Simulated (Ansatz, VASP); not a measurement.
Two plane-wave programs on H11C2NO4

```
O H C N
1.0
     5.91548    0.00000    0.00000
     0.00000    5.91548    0.00000
     0.00000    0.00000    5.91548
O H C N
4 11 2 1
Cartesian
  4.0312 2.5064 5.2786
  0.4005 5.8277 5.1055
  3.9448 1.4911 2.1865
  0.3853 2.2162 0.8636
  3.4624 2.3057 6.0450
  3.7996 3.4225 5.0022
  0.7605 4.9299 5.2132
  -0.5424 5.6757 4.8745
  4.8766 1.7304 1.9612
  3.8635 1.6690 3.1405
  -0.3635 2.4589 0.2498
  0.6792 1.3753 0.4476
  1.5997 3.8607 1.9540
  1.2434 5.6114 2.1455
  2.6510 5.0938 1.1726
  2.0427 4.8620 2.0644
  2.8761 4.9336 3.2320
  3.5517 4.9837 4.1762
```

Alike in both runs: functional PBE; dispersion D3(BJ); k mesh 1 × 1 × 1; occupations fermi-dirac, width 0.02 eV; no spin polarisation.

Ansatz relaxed the structure, and its values are those at the end. VASP's run is a single point on that final structure, the one shown.

|  | VASP | Ansatz |
| --- | --- | --- |
| version | VASP 6.6.1 | Ansatz 0.2.0 |
| potentials or method | VASP PAW PBE potentials, release 64 (O_h, H_h, C_h, N_h), cutoff 1000 eV | scalar-relativistic, plane waves, PAW |
| valence electrons in the cell | 48 | 48 |

```tsv
	VASP	Ansatz	Ansatz less VASP
gap on the k mesh at the Fermi level (eV)	4.92	4.91	-0.004
rms of the force components (eV/Å)	0.068	0.068	-0.0004
```

Ansatz's warnings: xc potential rough in thin density.
